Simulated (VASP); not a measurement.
Here is a VASP 6.6.1 calculation.

The input INCAR:

```
SYSTEM = TiCo
PREC = Accurate
ENCUT = 520
EDIFF = 1E-7
ISMEAR = 0
SIGMA = 0.15
LREAL = .False.
LASPH = .True.
NELM = 150
ALGO = Normal
ISIF = 2
LWAVE = .False.
LCHARG = .False.
ISPIN = 2
MAGMOM = 0 0.75
LORBIT = 11
LMAXMIX = 4
GGA = PS
NBANDS = 22
```

KPOINTS

```
regular mesh
0
Gamma
  20 20 20
  0 0 0
```

POSCAR

```
TiCo
1.0
    2.9385073288      0.0000000000      0.0000000000
    0.0000000000      2.9385073288      0.0000000000
    0.0000000000      0.0000000000      2.9385073288
Ti Co
1 1
Direct
    0.0000000000      0.0000000000      0.0000000000
    0.5000000000      0.5000000000      0.5000000000
```

Potentials or basis: VASP PAW PBE potentials, release 64 (Ti_sv, Co).

Command:

```bash
$ cat potpaw_PBE.64/Ti_sv/POTCAR potpaw_PBE.64/Co/POTCAR > POTCAR
$ mpirun -np 1 vasp_std > vasp.out
```

Q: What does it give for the pressure?

A: -0.4 GPa.

Q: What does it give for the site moments?

A: Ti -0.01; Co +0.66 μB.

Q: What does it give for the net moment?

A: 0.63 μB per cell.

Caveat: the PAW data sets were made with another functional, which shifts forces and pressure a little.
